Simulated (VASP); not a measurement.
# AgCl (Fm-3m) in VASP: further runs

AgCl is run at these levels: PBE; tasks: single point.

All numbers are computed with VASP 6.6.1; they aren't measurements. Logs are shortened: lines on timing, memory, paths and dates and some standing lists are left out, and cuts for length are marked.

### 1 The cell of the first run

It takes space group Fm-3m (No. 225, cubic). The conventional cell has a = 5.565 Å, b = 5.565 Å, c = 5.565 Å, α = 90.00°, β = 90.00°, γ = 90.00°. Within 3.7 Å of Ag (site symmetry m-3m) lie 6 Cl at 2.78 Å. Cl (site symmetry m-3m) has 6 Ag at 2.78 Å within 3.7 Å.

### 2 Single point, PBE (volume scaled by 1.01)

The input, INCAR:

```
PREC = Accurate ; ENCUT = 520
EDIFF = 1E-7 ; ISMEAR = -1
SIGMA = 0.02 ; LREAL = False
LASPH = True ; NELM = 60
ALGO = Normal ; ISIF = 2
LWAVE = False ; LCHARG = False
GGA = PE ; NBANDS = 16
```

The input, KPOINTS:

```
Automatic mesh
0
Gamma
  8 8 8
```

The input, POSCAR:

```
AgCl
1.0
    0.0000000000      2.7823631906      2.7823631906
    2.7823631906      0.0000000000      2.7823631906
    2.7823631906      2.7823631906      0.0000000000
Ag Cl
1 1
Direct
    0.5000000000      0.5000000000      0.5000000000
    0.0000000000      0.0000000000      0.0000000000
```

Potentials or basis: VASP PAW PBE potentials, release 64 (Ag, Cl).

The run is started by

```
$ cat potpaw_PBE.64/Ag/POTCAR potpaw_PBE.64/Cl/POTCAR > POTCAR
$ mpirun -np 1 vasp_std > vasp.out
```

OUTCAR:

```text
PREC = Accurate
   ENCUT = 520
   EDIFF = 1E-7
   ISMEAR = -1
   LREAL = False
   LASPH = True
   NELM = 60
   ISIF = 2
   GGA = PE

 ion  position               nearest neighbor table
   1  0.500  0.500  0.500-   2 2.78   2 2.78   2 2.78   2 2.78   2 2.78   2 2.78
   2  0.000  0.000  0.000-   1 2.78   1 2.78   1 2.78   1 2.78   1 2.78   1 2.78

  LATTYP: Found a face centered cubic cell.
 ALAT       =     5.5647263812

  Lattice vectors:

 A1 = (   0.0000000000,   2.7823631906,   2.7823631906)
 A2 = (   2.7823631906,   0.0000000000,   2.7823631906)
 A3 = (   2.7823631906,   2.7823631906,   0.0000000000)

Analysis of symmetry for initial positions (statically):
=====================================================================
 Subroutine PRICEL returns:
 Original cell was already a primitive cell.

 Routine SETGRP: Setting up the symmetry group for a
 face centered cubic supercell.

 Subroutine GETGRP returns: Found 48 space group operations
 (whereof 48 operations were pure point group operations)
 out of a pool of 48 trial point group operations.

The static configuration has the point symmetry O_h .

Analysis of symmetry for dynamics (positions and initial velocities):
=====================================================================
 Subroutine PRICEL returns:
 Original cell was already a primitive cell.

 Routine SETGRP: Setting up the symmetry group for a
 face centered cubic supercell.

 Subroutine GETGRP returns: Found 48 space group operations
 (whereof 48 operations were pure point group operations)
 out of a pool of 48 trial point group operations.

The dynamic configuration has the point symmetry O_h .

 Subroutine INISYM returns: Found 48 space group operations
 (whereof 48 operations are pure point group operations),
 and found     1 'primitive' translations

----------------------------------------------------------------------------------------

                                     Primitive cell

  volume of cell :      43.0796

  direct lattice vectors                    reciprocal lattice vectors
     0.000000000  2.782363191  2.782363191    -0.179703355  0.179703355  0.179703355
     2.782363191  0.000000000  2.782363191     0.179703355 -0.179703355  0.179703355
     2.782363191  2.782363191  0.000000000     0.179703355  0.179703355 -0.179703355

  length of vectors
     3.934855760  3.934855760  3.934855760     0.311255341  0.311255341  0.311255341

  position of ions in fractional coordinates (direct lattice)
     0.500000000  0.500000000  0.500000000
     0.000000000  0.000000000  0.000000000

  ion indices of the primitive-cell ions
   primitive index   ion index
                 1           1
                 2           2

----------------------------------------------------------------------------------------

 KPOINTS: Automatic mesh

Automatic generation of k-mesh.
 Grid dimensions read from file:
 generate k-points for:    8    8    8

 Generating k-lattice:

  Cartesian coordinates                     Fractional coordinates (reciprocal lattice)
    -0.022462919  0.022462919  0.022462919     0.125000000  0.000000000  0.000000000
     0.022462919 -0.022462919  0.022462919     0.000000000  0.125000000  0.000000000
     0.022462919  0.022462919 -0.022462919     0.000000000  0.000000000  0.125000000

  Length of vectors
     0.038906918  0.038906918  0.038906918

  Shift w.r.t. Gamma in fractional coordinates (k-lattice)
     0.000000000  0.000000000  0.000000000

 Subroutine IBZKPT returns following result:
 ===========================================

 Found     29 irreducible k-points:

 Following reciprocal coordinates:
            Coordinates               Weight
  0.000000  0.000000  0.000000      1.000000
  0.125000  0.000000  0.000000      8.000000
  0.250000  0.000000  0.000000      8.000000
  0.375000  0.000000  0.000000      8.000000
  0.500000  0.000000  0.000000      4.000000
  0.125000  0.125000  0.000000      6.000000
[... 16 lines left out ...]
  0.500000  0.250000  0.125000     48.000000
 -0.375000  0.250000  0.125000     24.000000
 [... further k-points ...]
   k-points           NKPTS =     29   k-points in BZ     NKDIM =     29   number of bands    NBANDS=     16
   number of dos      NEDOS =    301   number of ions     NIONS =      2
   total plane-waves  NPLWV =  27000
   dimension x,y,z NGX =    30 NGY =   30 NGZ =   30
   dimension x,y,z NGXF=    60 NGYF=   60 NGZF=   60
   ions per type =               1   1
   NGX,Y,Z   is equivalent  to a cutoff of  12.67, 12.67, 12.67 a.u.
   NGXF,Y,Z  is equivalent  to a cutoff of  25.35, 25.35, 25.35 a.u.
 SYSTEM =  unknown system
   PREC   = accura    normal or accurate (medium, high low for compatibility)
   ISTART =      0    job   : 0-new  1-cont  2-samecut
   ICHARG =      2    charge: 1-file 2-atom 10-const
   ISPIN  =      1    spin polarized calculation?
   LNONCOLLINEAR =      F non collinear calculations
   LSORBIT =      F    spin-orbit coupling
   LASPH  =      T    aspherical Exc in radial PAW
   ENCUT  =  520.0 eV  38.22 Ry    6.18 a.u.   7.32  7.32  7.32*2*pi/ulx,y,z
   NELM   =     60;   NELMIN=  2; NELMDL= -5     # of ELM steps
   EDIFF  = 0.1E-06   stopping-criterion for ELM
   LREAL  =      F    real-space projection
   EDIFFG = 0.1E-05   stopping-criterion for IOM
   NSW    =      0    number of steps for IOM
   IBRION =     -1    ionic relax: 0-MD 1-quasi-New 2-CG
   NFREE  =      0    steps in history (QN), initial steepest desc. (CG)
   ISIF   =      2    stress and relaxation
   ISYM   =      2    0-nonsym 1-usesym 2-fastsym
   POTIM  = 0.5000    time-step for ionic-motion
   TEBEG  =    0.0;   TEEND  =   0.0 temperature during run
   PSTRESS=    0.0 pullay stress
   NELECT =      18.0000    total number of electrons
   NUPDOWN=      -1.0000    fix difference up-down
   EMIN   =  10.00;   EMAX   =-10.00  energy-range for DOS
   EFERMI =   0.00;   METHOD = LEGACY
   ISMEAR =    -1;   SIGMA  =   0.02  broadening in eV -4-tet -1-fermi 0-gaus
   EFERMI_NEDOS =   21; number of points for ismear=-14 and -15
   IALGO  =     38    algorithm
   IMIX   =      4    mixing-type and parameters
     AMIX     =   0.40;   BMIX     =  1.00
     AMIX_MAG =   1.60;   BMIX_MAG =  1.00
  volume/ion in A,a.u.               =      21.54       145.36
  Fermi-wavevector in a.u.,A,eV,Ry     =   1.223888  2.312814 20.380208  1.497903
  Thomas-Fermi vector in A             =   2.358983
   LORBIT       =      0    0 simple, 1 ext, 2 COOP (PROOUT), +10 PAW based schemes
   GGA     = PE    functional components
   LHFCALC =     F    Hartree Fock is set to
   AEXX    =    0.0000 exact exchange contribution
   IVDW    =     0    specifies the selected vdW correction
   LEPSILON=     F    determine dielectric tensor
   LRPA    =     F    only Hartree local field effects (RPA)
 non-spin polarized calculation
  energy-cutoff  :      520.00
  volume of cell :       43.08
 maximum number of plane-waves:      1211
 NGX is ok and might be reduce to    30
   NGX = 15   NGY = 15   NGZ = 15

 number of electron      18.0000003 magnetization

 Free energy of the ion-electron system (eV)
  ---------------------------------------------------
  ext. energy  EPLUGINS =         0.00000000
  ---------------------------------------------------
  free energy    TOTEN  =        -5.39789009 eV

  energy without entropy =       -5.39789009  energy(sigma->0) =       -5.39789009

 E-fermi :   4.1662     XC(G=0):  -9.9132

 val. band max:        3.6916241589   @ k =   0.5000   0.0000   0.0000
 cond. band min:       4.6032210220   @ k =   0.0000   0.0000   0.0000
 fundamental gap:      0.9115968631
 Fermi energy:         4.1661900236

 k-point     1 :       0.0000    0.0000    0.0000
  band No.  band energies     occupation
      1     -11.3901      2.00000
      2       1.2920      2.00000
      3       1.2920      2.00000
      4       1.2920      2.00000
      5       1.3324      2.00000
      6       1.3324      2.00000
[... 8 lines left out ...]
     15      16.9494      0.00000
     16      16.9494      0.00000

 k-point     2 :       0.1250    0.0000    0.0000
  band No.  band energies     occupation
      1     -11.3318      2.00000
      2       0.5940      2.00000
      3       0.6512      2.00000
      4       0.6512      2.00000
      5       1.3452      2.00000
      6       1.3452      2.00000
[... 8 lines left out ...]
     15      15.7155      0.00000
     16      16.4107      0.00000

 k-point     3 :       0.2500    0.0000    0.0000
  band No.  band energies     occupation
      1     -11.1854      2.00000
      2      -0.4196      2.00000
      3       0.0856      2.00000
      4       0.0856      2.00000
      5       1.4677      2.00000
      6       1.4677      2.00000
[... 8 lines left out ...]
     15      15.9686      0.00000
     16      16.2670      0.00000

 k-point     4 :       0.3750    0.0000    0.0000
  band No.  band energies     occupation
      1     -11.0300      2.00000
      2      -1.1840      2.00000
      3      -0.2749      2.00000
      4      -0.2749      2.00000
      5       1.5951      2.00000
      6       1.5951      2.00000
[... 8 lines left out ...]
     15      16.8350      0.00000
     16      16.8350      0.00000
[... 324 lines left out ...]
 k-point    22 :       0.3750    0.2500    0.1250
  band No.  band energies     occupation
      1     -11.0960      2.00000
      2      -0.7924      2.00000
      3       0.0039      2.00000
      4       0.3710      2.00000
      5       1.3825      2.00000
      6       1.5812      2.00000
[... 8 lines left out ...]
     15      17.8293      0.00000
     16      19.0421      0.00000

 k-point    23 :       0.5000    0.2500    0.1250
  band No.  band energies     occupation
      1     -10.9850      2.00000
      2      -0.9944      2.00000
      3      -0.2838      2.00000
      4      -0.0265      2.00000
      5       1.4993      2.00000
      6       1.6573      2.00000
[... 8 lines left out ...]
     15      18.0496      0.00000
     16      18.8061      0.00000

 k-point    24 :      -0.3750    0.2500    0.1250
  band No.  band energies     occupation
      1     -10.9378      2.00000
      2      -1.0538      2.00000
      3      -0.3274      2.00000
      4      -0.2852      2.00000
      5       1.5855      2.00000
      6       1.6516      2.00000
[... 8 lines left out ...]
     15      17.1728      0.00000
     16      18.6267      0.00000

 [... further k-points ...]
[... 5 lines left out ...]
  --------------------------------------------------------------------------------------
  -------------------------------------------------------------------------------------
  Total        0.2649376      0.2649376      0.2649376      0.0000000      0.0000000      0.0000000
  in kB        9.8533235      9.8533235      9.8533235      0.0000000      0.0000000      0.0000000
  external PRESSURE =       9.8533235 kB  Pullay stress =       0.0000000 kB

 VOLUME and BASIS-vectors are now :
 -----------------------------------------------------------------------------
  energy-cutoff  :      520.00
  volume of cell :       43.08
      direct lattice vectors                 reciprocal lattice vectors
     0.000000000  2.782363191  2.782363191    -0.179703355  0.179703355  0.179703355
     2.782363191  0.000000000  2.782363191     0.179703355 -0.179703355  0.179703355
     2.782363191  2.782363191  0.000000000     0.179703355  0.179703355 -0.179703355

 POSITION                                       TOTAL-FORCE (eV/Angst)
 -----------------------------------------------------------------------------------
      2.78236      2.78236      2.78236        -0.000000     -0.000000      0.000000
      0.00000      0.00000      0.00000         0.000000      0.000000     -0.000000
 -----------------------------------------------------------------------------------
    total drift:                                0.000000      0.000000      0.000000

  FREE ENERGIE OF THE ION-ELECTRON SYSTEM (eV)
  ---------------------------------------------------
  free  energy   TOTEN  =        -5.3978900907 eV

  energy  without entropy=       -5.3978900907  energy(sigma->0) =       -5.39789009
```

Run time: 9.2 s. Hardware: 1 thread of Intel Xeon 6975P-C (Granite Rapids), shared host; peak memory 0.17 GiB.

Results:

```
Free energy            : -5.3979 eV
Pressure               : 1.0 GPa
Band gap on the k mesh : 0.91 eV, indirect (least direct gap 3.15 eV)
```

Levels at points of the mesh, in eV from the valence-band top:
| k point | band 7 | band 8 | band 9 | band 10 | band 11 | band 12 |
| --- | --- | --- | --- | --- | --- | --- |
| (0.00, 0.00, 0.00) | -2.28 | -2.28 | -2.28 | 0.91 | 10.86 | 10.86 |
| (0.50, 0.00, 0.00) | -1.73 | 0.00 | 0.00 | 4.27 | 6.48 | 7.69 |
| (0.50, 0.50, 0.00) | -1.93 | -1.93 | -1.85 | 2.40 | 8.04 | 8.60 |

 A k mesh can miss the band edges.

(Continued in part 2 of 2.)
